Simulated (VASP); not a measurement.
# Cl (Fm-3m) in VASP: single point with PBE

Aim: the single point of Cl with PBE.

All numbers are computed with VASP 6.6.1; they aren't measurements. Logs are shortened: lines on timing, memory, paths and dates and some standing lists are left out, and cuts for length are marked.

### 1 The cell of the first run

It takes space group Fm-3m (No. 225, cubic). Conventional cell: a = 5.620 Å, b = 5.620 Å, c = 5.620 Å, α = 90.00°, β = 90.00°, γ = 90.00°. Within 5.2 Å of Cl (site symmetry m-3m) lie 12 Cl at 3.97 Å.

### 2 Single point, PBE

INCAR reads:

```
  PREC = Accurate
  ENCUT = 500
  EDIFF = 1E-6
  ISMEAR = 0
  SIGMA = 0.15
  LREAL = F
  LASPH = T
  NELM = 120
  ALGO = Normal
  ISIF = 2
  LWAVE = F
  LCHARG = T
  GGA = PE
  LELF = T
  LVHAR = T
  NBANDS = 10
  GGA_COMPAT = F
```

KPOINTS reads:

```
regular mesh
0
Gamma
  5 5 5
```

POSCAR reads:

```
Cl
1.0
    0.0000000000      2.8100000000      2.8100000000
    2.8100000000      0.0000000000      2.8100000000
    2.8100000000      2.8100000000      0.0000000000
Cl
1
Direct
    0.5000000000      0.5000000000      0.5000000000
```

Potentials or basis: VASP PAW PBE potentials, release 64 (Cl).

Launch:

```bash
$ cat potpaw_PBE.64/Cl/POTCAR > POTCAR
$ mpirun -np 1 vasp_std > vasp.out
```

OUTCAR:

```text
PREC = Accurate
   ENCUT = 500
   EDIFF = 1E-6
   ISMEAR = 0
   LREAL = F
   LASPH = T
   NELM = 120
   ISIF = 2
   GGA = PE

 ion  position               nearest neighbor table
   1  0.500  0.500  0.500-

  LATTYP: Found a face centered cubic cell.
 ALAT       =     5.6200000000

  Lattice vectors:

 A1 = (   0.0000000000,   2.8100000000,   2.8100000000)
 A2 = (   2.8100000000,   0.0000000000,   2.8100000000)
 A3 = (   2.8100000000,   2.8100000000,   0.0000000000)

Analysis of symmetry for initial positions (statically):
=====================================================================
 Subroutine PRICEL returns:
 Original cell was already a primitive cell.

 Routine SETGRP: Setting up the symmetry group for a
 face centered cubic supercell.

 Subroutine GETGRP returns: Found 48 space group operations
 (whereof 48 operations were pure point group operations)
 out of a pool of 48 trial point group operations.

The static configuration has the point symmetry O_h .

Analysis of symmetry for dynamics (positions and initial velocities):
=====================================================================
 Subroutine PRICEL returns:
 Original cell was already a primitive cell.

 Routine SETGRP: Setting up the symmetry group for a
 face centered cubic supercell.

 Subroutine GETGRP returns: Found 48 space group operations
 (whereof 48 operations were pure point group operations)
 out of a pool of 48 trial point group operations.

The dynamic configuration has the point symmetry O_h .

 Subroutine INISYM returns: Found 48 space group operations
 (whereof 48 operations are pure point group operations),
 and found     1 'primitive' translations

----------------------------------------------------------------------------------------

                                     Primitive cell

  volume of cell :      44.3761

  direct lattice vectors                    reciprocal lattice vectors
     0.000000000  2.810000000  2.810000000    -0.177935943  0.177935943  0.177935943
     2.810000000  0.000000000  2.810000000     0.177935943 -0.177935943  0.177935943
     2.810000000  2.810000000  0.000000000     0.177935943  0.177935943 -0.177935943

  length of vectors
     3.973940110  3.973940110  3.973940110     0.308194094  0.308194094  0.308194094

  position of ions in fractional coordinates (direct lattice)
     0.500000000  0.500000000  0.500000000

  ion indices of the primitive-cell ions
   primitive index   ion index
                 1           1

----------------------------------------------------------------------------------------

 KPOINTS: regular mesh

Automatic generation of k-mesh.
 Grid dimensions read from file:
 generate k-points for:    5    5    5

 Generating k-lattice:

  Cartesian coordinates                     Fractional coordinates (reciprocal lattice)
    -0.035587189  0.035587189  0.035587189     0.200000000  0.000000000  0.000000000
     0.035587189 -0.035587189  0.035587189     0.000000000  0.200000000  0.000000000
     0.035587189  0.035587189 -0.035587189     0.000000000  0.000000000  0.200000000

  Length of vectors
     0.061638819  0.061638819  0.061638819

  Shift w.r.t. Gamma in fractional coordinates (k-lattice)
     0.000000000  0.000000000  0.000000000

 Subroutine IBZKPT returns following result:
 ===========================================

 Found     10 irreducible k-points:

 Following reciprocal coordinates:
            Coordinates               Weight
  0.000000  0.000000  0.000000      1.000000
  0.200000  0.000000  0.000000      8.000000
  0.400000  0.000000  0.000000      8.000000
  0.200000  0.200000  0.000000      6.000000
  0.400000  0.200000  0.000000     24.000000
 -0.400000  0.200000  0.000000     24.000000
 -0.200000  0.200000  0.000000     12.000000
  0.400000  0.400000  0.000000      6.000000
 -0.400000  0.400000  0.000000     12.000000
 -0.400000  0.400000  0.200000     24.000000
   k-points           NKPTS =     10   k-points in BZ     NKDIM =     10   number of bands    NBANDS=     10
   number of dos      NEDOS =    301   number of ions     NIONS =      1
   total plane-waves  NPLWV =  27000
   dimension x,y,z NGX =    30 NGY =   30 NGZ =   30
   dimension x,y,z NGXF=    60 NGYF=   60 NGZF=   60
   ions per type =               1
   NGX,Y,Z   is equivalent  to a cutoff of  12.55, 12.55, 12.55 a.u.
   NGXF,Y,Z  is equivalent  to a cutoff of  25.10, 25.10, 25.10 a.u.
 SYSTEM =  unknown system
   PREC   = accura    normal or accurate (medium, high low for compatibility)
   ISTART =      0    job   : 0-new  1-cont  2-samecut
   ICHARG =      2    charge: 1-file 2-atom 10-const
   ISPIN  =      1    spin polarized calculation?
   LNONCOLLINEAR =      F non collinear calculations
   LSORBIT =      F    spin-orbit coupling
   LASPH  =      T    aspherical Exc in radial PAW
   ENCUT  =  500.0 eV  36.75 Ry    6.06 a.u.   7.25  7.25  7.25*2*pi/ulx,y,z
   NELM   =    120;   NELMIN=  2; NELMDL= -5     # of ELM steps
   EDIFF  = 0.1E-05   stopping-criterion for ELM
   LREAL  =      F    real-space projection
   EDIFFG = 0.1E-04   stopping-criterion for IOM
   NSW    =      0    number of steps for IOM
   IBRION =     -1    ionic relax: 0-MD 1-quasi-New 2-CG
   NFREE  =      0    steps in history (QN), initial steepest desc. (CG)
   ISIF   =      2    stress and relaxation
   ISYM   =      2    0-nonsym 1-usesym 2-fastsym
   POTIM  = 0.5000    time-step for ionic-motion
   TEBEG  =    0.0;   TEEND  =   0.0 temperature during run
   PSTRESS=    0.0 pullay stress
   NELECT =       7.0000    total number of electrons
   NUPDOWN=      -1.0000    fix difference up-down
   EMIN   =  10.00;   EMAX   =-10.00  energy-range for DOS
   EFERMI =   0.00;   METHOD = LEGACY
   ISMEAR =     0;   SIGMA  =   0.15  broadening in eV -4-tet -1-fermi 0-gaus
   EFERMI_NEDOS =   21; number of points for ismear=-14 and -15
   IALGO  =     38    algorithm
   IMIX   =      4    mixing-type and parameters
     AMIX     =   0.40;   BMIX     =  1.00
     AMIX_MAG =   1.60;   BMIX_MAG =  1.00
  volume/ion in A,a.u.               =      44.38       299.46
  Fermi-wavevector in a.u.,A,eV,Ry     =   0.884554  1.671565 10.645694  0.782436
  Thomas-Fermi vector in A             =   2.005470
   LORBIT       =      0    0 simple, 1 ext, 2 COOP (PROOUT), +10 PAW based schemes
   GGA     = PE    functional components
   LHFCALC =     F    Hartree Fock is set to
   AEXX    =    0.0000 exact exchange contribution
   IVDW    =     0    specifies the selected vdW correction
   LEPSILON=     F    determine dielectric tensor
   LRPA    =     F    only Hartree local field effects (RPA)
 non-spin polarized calculation
 Gauss-broadening in eV      SIGMA  =   0.15
  energy-cutoff  :      500.00
  volume of cell :       44.38
 maximum number of plane-waves:      1139
 NGX is ok and might be reduce to    30
   NGX = 15   NGY = 15   NGZ = 15

 number of electron       6.9999998 magnetization

 Free energy of the ion-electron system (eV)
  ---------------------------------------------------
  ext. energy  EPLUGINS =         0.00000000
  ---------------------------------------------------
  free energy    TOTEN  =        -0.49256074 eV

  energy without entropy =       -0.42192105  energy(sigma->0) =       -0.45724089

 E-fermi :  -4.0739     XC(G=0):  -6.3409

 val. band max:       -4.1086382250   @ k =  -0.4000   0.2000   0.0000
 cond. band min:      -4.0532626739   @ k =   0.2000   0.2000   0.0000
 fundamental gap:      0.0553755512
 Fermi energy:        -4.0739187258

 k-point     1 :       0.0000    0.0000    0.0000
  band No.  band energies     occupation
      1     -16.7803      2.00000
      2      -3.8957      0.09297
      3      -3.8957      0.09297
      4      -3.8957      0.09297
      5       3.2325      0.00000
      6       9.4985      0.00000
      7       9.4985      0.00000
      8       9.4985      0.00000
      9      11.7258      0.00000
     10      11.7258      0.00000

 k-point     2 :       0.2000    0.0000    0.0000
  band No.  band energies     occupation
      1     -16.7090      2.00000
      2      -4.4159      1.99874
      3      -3.9481      0.23567
      4      -3.9481      0.23566
      5       4.1567      0.00000
      6       8.4610      0.00000
      7       9.7227      0.00000
      8       9.7227      0.00000
      9      11.3342      0.00000
     10      11.3342      0.00000

 k-point     3 :       0.4000    0.0000    0.0000
  band No.  band energies     occupation
      1     -16.5892      2.00000
      2      -5.1243      2.00000
      3      -4.0299      0.67792
      4      -4.0299      0.67791
      5       5.4607      0.00000
      6       7.8710      0.00000
      7       9.2457      0.00000
      8       9.2457      0.00000
      9      12.8139      0.00000
     10      12.8153      0.00000

 k-point     4 :       0.2000    0.2000    0.0000
  band No.  band energies     occupation
      1     -16.6856      2.00000
      2      -4.3999      1.99789
      3      -4.0533      0.84559
      4      -4.0533      0.84558
      5       4.4379      0.00000
      6       8.0881      0.00000
      7       9.5786      0.00000
      8      10.1823      0.00000
      9      10.1823      0.00000
     10      12.2033      0.00000

 k-point     5 :       0.4000    0.2000    0.0000
  band No.  band energies     occupation
      1     -16.5818      2.00000
      2      -4.9039      2.00000
      3      -4.2202      1.83209
      4      -4.1498      1.52554
      5       5.6848      0.00000
      6       7.4691      0.00000
      7       8.4380      0.00000
      8      10.2121      0.00000
      9      11.7025      0.00000
     10      13.2352      0.00000

 k-point     6 :      -0.4000    0.2000    0.0000
  band No.  band energies     occupation
      1     -16.5406      2.00000
      2      -5.0591      2.00000
      3      -4.4000      1.99789
      4      -4.1086      1.25659
      5       6.4312      0.00000
      6       7.2074      0.00000
      7       8.4462      0.00000
      8       9.8142      0.00000
      9      12.6570      0.00000
     10      13.1161      0.00000

 k-point     7 :      -0.2000    0.2000    0.0000
  band No.  band energies     occupation
      1     -16.6212      2.00000
      2      -4.7550      2.00000
      3      -4.2616      1.92315
      4      -3.9843      0.39805
      5       5.3465      0.00000
      6       7.9548      0.00000
      7       8.5790      0.00000
      8      10.0847      0.00000
      9      10.6807      0.00000
     10      13.1106      0.00000

 k-point     8 :       0.4000    0.4000    0.0000
  band No.  band energies     occupation
      1     -16.5279      2.00000
      2      -5.0190      2.00000
      3      -4.2944      1.96237
      4      -4.2944      1.96237
      5       5.4900      0.00000
      6       6.8329      0.00000
      7       8.9196      0.00000
      8      12.1632      0.00000
      9      12.1632      0.00000
     10      13.2134      0.00000

 k-point     9 :      -0.4000    0.4000    0.0000
  band No.  band energies     occupation
      1     -16.5022      2.00000
      2      -4.9783      2.00000
      3      -4.5683      2.00000
      4      -4.2704      1.93598
      5       5.9312      0.00000
      6       7.0295      0.00000
      7       8.7886      0.00000
      8      11.3810      0.00000
      9      12.2765      0.00000
     10      13.3502      0.00000

 k-point    10 :      -0.4000    0.4000    0.2000
  band No.  band energies     occupation
      1     -16.5170      2.00000
      2      -4.8959      2.00000
      3      -4.5738      2.00000
      4      -4.2766      1.94393
      5       6.4248      0.00000
      6       7.5635      0.00000
      7       7.7984      0.00000
      8      10.3240      0.00000
      9      12.5230      0.00000
     10      13.6046      0.00000

------------------------ aborting loop because EDIFF is reached ----------------------------------------

  FORCE on cell =-STRESS in cart. coord.  units (eV):
  Direction    XX          YY          ZZ          XY          YZ          ZX
  --------------------------------------------------------------------------------------
  -------------------------------------------------------------------------------------
  Total       -0.6754427     -0.6754427     -0.6754427     -0.0000000     -0.0000000      0.0000000
  in kB      -24.3865372    -24.3865372    -24.3865372     -0.0000000     -0.0000000      0.0000000
  external PRESSURE =     -24.3865372 kB  Pullay stress =       0.0000000 kB

 VOLUME and BASIS-vectors are now :
 -----------------------------------------------------------------------------
  energy-cutoff  :      500.00
  volume of cell :       44.38
      direct lattice vectors                 reciprocal lattice vectors
     0.000000000  2.810000000  2.810000000    -0.177935943  0.177935943  0.177935943
     2.810000000  0.000000000  2.810000000     0.177935943 -0.177935943  0.177935943
     2.810000000  2.810000000  0.000000000     0.177935943  0.177935943 -0.177935943

 POSITION                                       TOTAL-FORCE (eV/Angst)
 -----------------------------------------------------------------------------------
      2.81000      2.81000      2.81000        -0.000000     -0.000000      0.000000
 -----------------------------------------------------------------------------------
    total drift:                                0.000000     -0.000000      0.000000

  FREE ENERGIE OF THE ION-ELECTRON SYSTEM (eV)
  ---------------------------------------------------
  free  energy   TOTEN  =        -0.4925607438 eV

  energy  without entropy=       -0.4219210462  energy(sigma->0) =       -0.45724089
```

It took 11 s on 1 thread of Intel Xeon 8259CL, shared host; peak memory 0.15 GiB.

What came out:

```
Free energy : -0.4926 eV
Pressure    : -2.4 GPa
```

Caveat: the k points lie up to 0.39 Å⁻¹ apart; an odd number of electrons without spin polarisation forces a metal; a magnetic or distorted state may lie lower.
